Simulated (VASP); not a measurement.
Set up this calculation in VASP 6.6.1, as the native input.

* Task: single point
* Functional: r2SCAN
* Potentials or basis: VASP PAW PBE potentials, release 64 (Al, As)
* Cutoff: 550 eV
* k mesh: 6 × 6 × 6
* Occupations: gaussian, width 0.01 eV
* Spin: no spin polarisation
* Dipole correction: no
* Further INCAR settings: ALGO = Normal; EDIFF = 1e-06; NBANDS = 11

Crystal: AlAs.

```
Al As
1.0
     0.00000    2.81025    2.81025
     2.81025    0.00000    2.81025
     2.81025    2.81025    0.00000
Al As
1 1
Direct
  0.00000 0.00000 0.00000
  0.25000 0.25000 0.25000
```

This cell differs from its parent crystal: volume changed by -3%.

These files were run (other wordings do the same):

POSCAR

```
AlAs
1.0
    0.0000000000      2.8102466707      2.8102466707
    2.8102466707      0.0000000000      2.8102466707
    2.8102466707      2.8102466707      0.0000000000
Al As
1 1
Direct
    0.0000000000      0.0000000000      0.0000000000
    0.2500000000      0.2500000000      0.2500000000
```

INCAR.step1

```
PREC = Accurate ; ENCUT = 550
ISMEAR = 0 ; SIGMA = 0.01
LREAL = F ; LASPH = T
NELM = 120 ; NBANDS = 11
GGA = PE ; ALGO = Normal
EDIFF = 1E-5 ; LWAVE = T
LCHARG = F ; GGA_COMPAT = F
```

INCAR.step2

```
PREC = Accurate ; ENCUT = 550
EDIFF = 1E-6 ; ISMEAR = 0
SIGMA = 0.01 ; LREAL = F
LASPH = T ; NELM = 120
ALGO = Normal ; ISIF = 2
LWAVE = F ; LCHARG = T
METAGGA = R2SCAN ; LMIXTAU = T
LELF = T ; LVHAR = T
NBANDS = 11 ; ISTART = 1
GGA_COMPAT = F
```

KPOINTS

```
regular mesh
0
Gamma
  6 6 6
```

Potentials or basis: VASP PAW PBE potentials, release 64 (Al, As).

Run with:

```sh
$ cat potpaw_PBE.64/Al/POTCAR potpaw_PBE.64/As/POTCAR > POTCAR
$ cp INCAR.step1 INCAR
$ mpirun -np 1 vasp_std > vasp.out
$ cp INCAR.step2 INCAR
$ mpirun -np 1 vasp_std > vasp.out
```

Results of the run:

| Property | Result |
| --- | --- |
| Pressure | 2.5 GPa |
| Band gap on the k mesh | 1.76 eV, indirect (least direct gap 2.89 eV) |

Caveat: the PAW data sets were made with another functional, which shifts forces and pressure a little.

It took 47 s on 1 thread of Intel(R) Xeon(R) Platinum 8488C (Sapphire Rapids), with other jobs on the host, peak memory 0.17 GiB.
